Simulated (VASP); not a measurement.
# NaF (Fm-3m) in VASP: G0W0 quasiparticle levels with PBE

Aim: the G0W0 quasiparticle levels of NaF with PBE.

All numbers are computed with VASP 6.6.1; they aren't measurements. Logs are shortened: lines on timing, memory, paths and dates and some standing lists are left out, and cuts for length are marked.

### Step 1. The cell of the first run

Symmetry: Fm-3m, No. 225, cubic system. Conventional cell: a = 4.818 Å, b = 4.818 Å, c = 4.818 Å, α = 90.00°, β = 90.00°, γ = 90.00°. Within 3.2 Å of Na (site symmetry m-3m) lie 6 F at 2.41 Å. Within 3.2 Å of F (site symmetry m-3m) lie 6 Na at 2.41 Å.

### Step 2. G0W0 quasiparticle levels, PBE

Contents of POSCAR:

```
NaF
1.0
    0.0000000000      2.4088877442      2.4088877442
    2.4088877442      0.0000000000      2.4088877442
    2.4088877442      2.4088877442      0.0000000000
Na F
1 1
Direct
    0.0000000000      0.0000000000      0.0000000000
    0.5000000000      0.5000000000      0.5000000000
```

Contents of INCAR.step1:

```
  PREC = Accurate
  ENCUT = 500
  EDIFF = 1E-8
  ISMEAR = 0
  SIGMA = 0.01
  LREAL = F
  LASPH = T
  NELM = 80
  ALGO = Normal
  LWAVE = T
  LCHARG = F
  GGA = PE
```

Contents of INCAR.step2:

```
  PREC = Accurate
  ENCUT = 500
  EDIFF = 1E-8
  ISMEAR = 0
  SIGMA = 0.01
  LREAL = F
  LASPH = T
  NELM = 1
  ALGO = Exact
  LWAVE = T
  LCHARG = F
  GGA = PE
  NBANDS = 124
  LOPTICS = T
  ISTART = 1
```

Contents of INCAR.step3:

```
  PREC = Accurate
  ENCUT = 500
  EDIFF = 1E-8
  ISMEAR = 0
  SIGMA = 0.01
  LREAL = F
  LASPH = T
  ALGO = EVGW0
  LWAVE = F
  LCHARG = F
  GGA = PE
  NELMGW = 1
  NBANDS = 124
  ENCUTGW = 150.0
  NOMEGA = 96
  PRECFOCK = Fast
  ISTART = 1
  NBANDSGW = 16
  OMEGAMAX = 30
```

Contents of KPOINTS:

```
regular mesh
0
Gamma
  6 6 6
```

Potentials or basis: VASP PAW PBE potentials, release 64 (Na_sv_GW, F_GW).

Run with:

```console
$ cat potpaw_PBE.64/Na_sv_GW/POTCAR potpaw_PBE.64/F_GW/POTCAR > POTCAR
$ cp INCAR.step1 INCAR
$ mpirun -np 1 vasp_std > vasp.out
$ cp INCAR.step2 INCAR
$ mpirun -np 1 vasp_std > vasp.out
$ cp INCAR.step3 INCAR
$ mpirun -np 1 vasp_std > vasp.out
```

OUTCAR:

```text
PREC = Accurate
   ENCUT = 500
   EDIFF = 1E-8
   ISMEAR = 0
   LREAL = F
   LASPH = T
   GGA = PE
   NELMGW = 1
   ENCUTGW = 150.0
   PRECFOCK = Fast
   ISTART = 1

 ion  position               nearest neighbor table
   1  0.000  0.000  0.000-
   2  0.500  0.500  0.500-

  LATTYP: Found a face centered cubic cell.
 ALAT       =     4.8177754884

  Lattice vectors:

 A1 = (   0.0000000000,   2.4088877442,   2.4088877442)
 A2 = (   2.4088877442,   0.0000000000,   2.4088877442)
 A3 = (   2.4088877442,   2.4088877442,   0.0000000000)

Analysis of symmetry for initial positions (statically):
=====================================================================
 Subroutine PRICEL returns:
 Original cell was already a primitive cell.

 Routine SETGRP: Setting up the symmetry group for a
 face centered cubic supercell.

 Subroutine GETGRP returns: Found 48 space group operations
 (whereof 48 operations were pure point group operations)
 out of a pool of 48 trial point group operations.

The static configuration has the point symmetry O_h .

Analysis of symmetry for dynamics (positions and initial velocities):
=====================================================================
 Subroutine PRICEL returns:
 Original cell was already a primitive cell.

 Routine SETGRP: Setting up the symmetry group for a
 face centered cubic supercell.

 Subroutine GETGRP returns: Found 48 space group operations
 (whereof 48 operations were pure point group operations)
 out of a pool of 48 trial point group operations.

The dynamic configuration has the point symmetry O_h .

 Subroutine INISYM returns: Found 48 space group operations
 (whereof 48 operations are pure point group operations),
 and found     1 'primitive' translations

----------------------------------------------------------------------------------------

                                     Primitive cell

  volume of cell :      27.9563

  direct lattice vectors                    reciprocal lattice vectors
     0.000000000  2.408887744  2.408887744    -0.207564674  0.207564674  0.207564674
     2.408887744  0.000000000  2.408887744     0.207564674 -0.207564674  0.207564674
     2.408887744  2.408887744  0.000000000     0.207564674  0.207564674 -0.207564674

  length of vectors
     3.406681718  3.406681718  3.406681718     0.359512562  0.359512562  0.359512562

  position of ions in fractional coordinates (direct lattice)
     0.000000000  0.000000000  0.000000000
     0.500000000  0.500000000  0.500000000

  ion indices of the primitive-cell ions
   primitive index   ion index
                 1           1
                 2           2

----------------------------------------------------------------------------------------

 KPOINTS: regular mesh

Automatic generation of k-mesh.
 Grid dimensions read from file:
 generate k-points for:    6    6    6

 Generating k-lattice:

  Cartesian coordinates                     Fractional coordinates (reciprocal lattice)
    -0.034594112  0.034594112  0.034594112     0.166666667  0.000000000  0.000000000
     0.034594112 -0.034594112  0.034594112     0.000000000  0.166666667  0.000000000
     0.034594112  0.034594112 -0.034594112     0.000000000  0.000000000  0.166666667

  Length of vectors
     0.059918760  0.059918760  0.059918760

  Shift w.r.t. Gamma in fractional coordinates (k-lattice)
     0.000000000  0.000000000  0.000000000

 Subroutine IBZKPT returns following result:
 ===========================================

 Found     16 irreducible k-points:

 Following reciprocal coordinates:
            Coordinates               Weight
  0.000000  0.000000  0.000000      1.000000
  0.166667  0.000000  0.000000      8.000000
  0.333333  0.000000  0.000000      8.000000
  0.500000  0.000000  0.000000      4.000000
  0.166667  0.166667  0.000000      6.000000
  0.333333  0.166667  0.000000     24.000000
[... 8 lines left out ...]
 -0.333333  0.333333  0.166667     24.000000
 -0.333333  0.500000  0.166667     12.000000
   k-points           NKPTS =     16   k-points in BZ     NKDIM =    216   number of bands    NBANDS=    124
   number of dos      NEDOS =    301   number of ions     NIONS =      2
   total plane-waves  NPLWV =  21952
   dimension x,y,z NGX =    28 NGY =   28 NGZ =   28
   dimension x,y,z NGXF=    56 NGYF=   56 NGZF=   56
   ions per type =               1   1
   NGX,Y,Z   is equivalent  to a cutoff of  13.66, 13.66, 13.66 a.u.
   NGXF,Y,Z  is equivalent  to a cutoff of  27.33, 27.33, 27.33 a.u.
 SYSTEM =  unknown system
   PREC   = accura    normal or accurate (medium, high low for compatibility)
   ISTART =      1    job   : 0-new  1-cont  2-samecut
   ICHARG =      0    charge: 1-file 2-atom 10-const
   ISPIN  =      1    spin polarized calculation?
   LNONCOLLINEAR =      F non collinear calculations
   LSORBIT =      F    spin-orbit coupling
   LASPH  =      T    aspherical Exc in radial PAW
   ENCUT  =  500.0 eV  36.75 Ry    6.06 a.u.   6.21  6.21  6.21*2*pi/ulx,y,z
   NELM   =     60;   NELMIN=  2; NELMDL=  0     # of ELM steps
   EDIFF  = 0.1E-07   stopping-criterion for ELM
   LREAL  =      F    real-space projection
   EDIFFG = 0.1E-06   stopping-criterion for IOM
   NSW    =      0    number of steps for IOM
   IBRION =     -1    ionic relax: 0-MD 1-quasi-New 2-CG
   NFREE  =      0    steps in history (QN), initial steepest desc. (CG)
   ISIF   =      0    stress and relaxation
   ISYM   =      3    0-nonsym 1-usesym 2-fastsym
   POTIM  = 0.5000    time-step for ionic-motion
   TEBEG  =    0.0;   TEEND  =   0.0 temperature during run
   PSTRESS=    0.0 pullay stress
   NELECT =      16.0000    total number of electrons
   NUPDOWN=      -1.0000    fix difference up-down
   EMIN   =  10.00;   EMAX   =-10.00  energy-range for DOS
   EFERMI =   0.00;   METHOD = LEGACY
   ISMEAR =     0;   SIGMA  =   0.01  broadening in eV -4-tet -1-fermi 0-gaus
   EFERMI_NEDOS =   21; number of points for ismear=-14 and -15
   IALGO  =     38    algorithm
   IMIX   =      4    mixing-type and parameters
     AMIX     =   0.40;   BMIX     =  1.00
     AMIX_MAG =   1.60;   BMIX_MAG =  1.00
  volume/ion in A,a.u.               =      13.98        94.33
  Fermi-wavevector in a.u.,A,eV,Ry     =   1.359215  2.568545 25.136305  1.847466
  Thomas-Fermi vector in A             =   2.485982
   LORBIT       =      0    0 simple, 1 ext, 2 COOP (PROOUT), +10 PAW based schemes
   GGA     = PE    functional components
   LHFCALC =     T    Hartree Fock is set to
   PRECFOCK=fast      Normal, Fast or Accurate (Low or Medium for compatibility)
   ENCUT4O =  -1.0   cutoff for four orbital integrals eV
   NKREDX  =     1    reduce k-point grid by
   NKREDY  =     1    reduce k-point grid by
   NKREDZ  =     1    reduce k-point grid by
   AEXX    =    1.0000 exact exchange contribution
   HFSCREEN=    0.0000 screening length (either q_TF or 0.3 A-1)
   HFSCREENC=   0.0000 screening length for correlation (either q_TF or 0.3 A-1)
   ENCUTFOCK=  -1.0 apply spherical cutoff to Coloumb kernel
   IVDW    =     0    specifies the selected vdW correction
   LEPSILON=     F    determine dielectric tensor
   LRPA    =     F    only Hartree local field effects (RPA)
   LRPAFORCE           =     F    calculate RPA forces
   ENCUTGW             = 150.0    cutoff for response function in eV
   ENCUTGWSOFT         = 120.0    soft cutoff for Coulomb kernel in GW response function in eV
   ENCUTLF             =  -1.0    cutoff for local field effects
   NELMGW              =     1    number of iterations in solving QP/BSE equation
   NELMHF              =     1    number of iterations in the inner HF iteration
   NKREDLFX            =     1    NKREDLFY  =   1   NKREDLFZ  =   1
 non-spin polarized calculation
 Gauss-broadening in eV      SIGMA  =   0.01
  energy-cutoff  :      500.00
  volume of cell :       27.96
 maximum number of plane-waves:       725
 NGX is ok and might be reduce to    28
  NGX = 16; NGY = 16; NGZ = 16
   NGX = 13   NGY = 13   NGZ = 13
 maximum number of plane-waves:       125

 QP shifts <psi_nk| G(iteration)W_0 |psi_nk>: iteration 1
 for sc-GW calculations column KS-energies equals QP-energies in previous step
 and V_xc(KS)=  KS-energies - (<T + V_ion + V_H > + <T+V_H+V_ion>^1  + <V_x>^1)

 k-point   1 :       0.0000    0.0000    0.0000
  band No.  KS-energies  QP-energies   sigma(KS)   V_xc(KS)     V^pw_x(r,r')   Z            occupation Imag(sigma)

      1     -49.7192     -59.6790     -41.5792     -29.2617     -49.1215       0.8086       2.0000       0.2379
      2     -21.6223     -28.1285     -36.0930     -28.3807     -41.4409       0.8436       2.0000       0.0543
      3     -21.6223     -28.1285     -36.0930     -28.3807     -41.4409       0.8436       2.0000       0.0543
      4     -21.6223     -28.1285     -36.0930     -28.3807     -41.4409       0.8436       2.0000       0.0543
      5     -21.3042     -25.5045     -28.3198     -22.7566     -36.8291       0.7550       2.0000       0.9240
      6      -2.3208      -4.9500     -25.4594     -22.1214     -29.9216       0.7876       2.0000       0.0772
[... 8 lines left out ...]
     15      20.5016      22.3827      -5.7585      -7.9155      -2.4447       0.8720       0.0000      -0.1423
     16      22.3509      24.8343      -7.9841     -10.8778      -4.2859       0.8582       0.0000      -0.3106

 k-point   2 :       0.1667    0.0000    0.0000
  band No.  KS-energies  QP-energies   sigma(KS)   V_xc(KS)     V^pw_x(r,r')   Z            occupation Imag(sigma)

      1     -49.7173     -59.6847     -41.5833     -29.2656     -49.1257       0.8092       2.0000       0.2376
      2     -21.8151     -27.7734     -33.8710     -26.6629     -39.9998       0.8266       2.0000       0.2946
      3     -21.6245     -28.1300     -36.0876     -28.3756     -41.4348       0.8435       2.0000       0.0537
      4     -21.6245     -28.1300     -36.0876     -28.3756     -41.4348       0.8435       2.0000       0.0537
      5     -21.0860     -25.7132     -30.5776     -24.5120     -38.3004       0.7628       2.0000       0.6801
      6      -2.7301      -5.4349     -24.3541     -20.9121     -28.6397       0.7858       2.0000       0.0792
[... 8 lines left out ...]
     15      20.4299      21.9824      -5.8164      -7.5772      -2.3148       0.8817       0.0000      -0.4257
     16      23.2346      25.0951      -5.7002      -7.7740      -2.1766       0.8971       0.0000      -0.4420

 k-point   3 :       0.3333    0.0000    0.0000
  band No.  KS-energies  QP-energies   sigma(KS)   V_xc(KS)     V^pw_x(r,r')   Z            occupation Imag(sigma)

      1     -49.7135     -59.6982     -41.5914     -29.2732     -49.1340       0.8106       2.0000       0.2370
      2     -22.0180     -27.9523     -33.2073     -26.0955     -39.5024       0.8344       2.0000       0.3595
      3     -21.6287     -28.1329     -36.0777     -28.3655     -41.4236       0.8434       2.0000       0.0525
      4     -21.6287     -28.1329     -36.0777     -28.3655     -41.4236       0.8434       2.0000       0.0525
      5     -20.8332     -25.5572     -31.3115     -25.1572     -38.8578       0.7676       2.0000       0.6029
      6      -3.3873      -6.2409     -23.1422     -19.5090     -27.3021       0.7854       2.0000       0.0879
[... 8 lines left out ...]
     15      20.0620      21.9117      -6.1158      -8.2187      -2.5744       0.8796       0.0000      -0.3405
     16      24.0089      26.0145      -6.0287      -8.2019      -2.5312       0.9229       0.0000      -0.5888

 k-point   4 :       0.5000    0.0000    0.0000
  band No.  KS-energies  QP-energies   sigma(KS)   V_xc(KS)     V^pw_x(r,r')   Z            occupation Imag(sigma)

      1     -49.7116     -59.6921     -41.5955     -29.2769     -49.1383       0.8102       2.0000       0.2367
      2     -22.0929     -28.0417     -33.0663     -25.9636     -39.3822       0.8376       2.0000       0.3718
      3     -21.6313     -28.1294     -36.0706     -28.3603     -41.4155       0.8428       2.0000       0.0519
      4     -21.6313     -28.1294     -36.0706     -28.3603     -41.4155       0.8428       2.0000       0.0519
      5     -20.7364     -25.4582     -31.4872     -25.3302     -39.0097       0.7669       2.0000       0.5855
      6      -3.6662      -6.5854     -22.7513     -19.0329     -26.8924       0.7851       2.0000       0.0928
[... 8 lines left out ...]
     15      19.8147      21.5745      -5.6918      -7.6895      -2.1564       0.8809       0.0000      -0.3243
     16      22.9615      24.9659      -6.1459      -8.3314      -2.6982       0.9171       0.0000      -0.5212
[... 184 lines left out ...]
      1     -49.7110     -59.7090     -41.5963     -29.2780     -49.1393       0.8116       2.0000       0.2369
      2     -21.9229     -27.9363     -33.7262     -26.5152     -39.8541       0.8339       2.0000       0.3033
      3     -21.6612     -28.1429     -35.9950     -28.2804     -41.3334       0.8402       2.0000       0.0573
      4     -21.6442     -28.1333     -36.0319     -28.3211     -41.3765       0.8416       2.0000       0.0545
      5     -20.8954     -25.4942     -30.8383     -24.7959     -38.5585       0.7611       2.0000       0.6510
      6      -3.3144      -6.1669     -23.4082     -19.7759     -27.6218       0.7853       2.0000       0.0873
[... 8 lines left out ...]
     15      22.8368      25.3576      -7.7936     -10.6580      -4.0917       0.8800       0.0000      -0.4086
     16      25.2358      27.1888      -5.7622      -7.9297      -2.2257       0.9010       0.0000      -0.4686

 k-point  15 :      -0.3333    0.3333    0.1667
  band No.  KS-energies  QP-energies   sigma(KS)   V_xc(KS)     V^pw_x(r,r')   Z            occupation Imag(sigma)

      1     -49.7098     -59.7382     -41.5989     -29.2805     -49.1420       0.8141       2.0000       0.2368
      2     -21.9139     -27.9515     -33.8191     -26.5895     -39.9188       0.8351       2.0000       0.2938
      3     -21.6721     -28.1523     -35.9650     -28.2509     -41.3002       0.8401       2.0000       0.0575
      4     -21.6558     -28.1345     -35.9932     -28.2849     -41.3395       0.8405       2.0000       0.0572
      5     -20.8811     -25.4603     -30.7967     -24.7743     -38.5441       0.7604       2.0000       0.6551
      6      -3.2844      -6.1428     -23.5676     -19.9270     -27.8142       0.7852       2.0000       0.0873
[... 8 lines left out ...]
     15      23.8046      26.2014      -7.0251      -9.7457      -3.4443       0.8810       0.0000      -0.3239
     16      24.3403      26.8630      -7.4285     -10.2668      -3.7552       0.8888       0.0000      -0.3978

 k-point  16 :      -0.3333    0.5000    0.1667
  band No.  KS-energies  QP-energies   sigma(KS)   V_xc(KS)     V^pw_x(r,r')   Z            occupation Imag(sigma)

      1     -49.7092     -59.7456     -41.6000     -29.2816     -49.1432       0.8147       2.0000       0.2369
      2     -21.7889     -27.9143     -34.4714     -27.1238     -40.3809       0.8337       2.0000       0.2266
      3     -21.6998     -28.1784     -35.8914     -28.1758     -41.2197       0.8397       2.0000       0.0607
      4     -21.6716     -28.1538     -35.9682     -28.2537     -41.3040       0.8403       2.0000       0.0582
      5     -20.9787     -25.4111     -30.1859     -24.2932     -38.1429       0.7522       2.0000       0.7198
      6      -3.2488      -6.1133     -23.7142     -20.0674     -27.9859       0.7855       2.0000       0.0866
[... 8 lines left out ...]
     15      22.3031      23.9951      -5.6181      -7.5577      -2.1277       0.8724       0.0000      -0.3434
     16      24.3777      26.8388      -7.0879      -9.8820      -3.4908       0.8808       0.0000      -0.3054
```

It took 17 min on 1 thread of Intel Xeon 8259CL, shared host; peak memory 0.62 GiB.

What came out:

* Quasiparticle gap: 9.81 eV
* Least direct quasiparticle gap: 9.81 eV
* Band gap of the starting levels on the mesh: 5.74 eV
* Least direct gap of the starting levels on the mesh: 5.74 eV

Caveat: the k points lie up to 0.38 Å⁻¹ apart; bands, screening cutoff and mesh are small and nothing is extrapolated, so the quasiparticle values aren't converged.
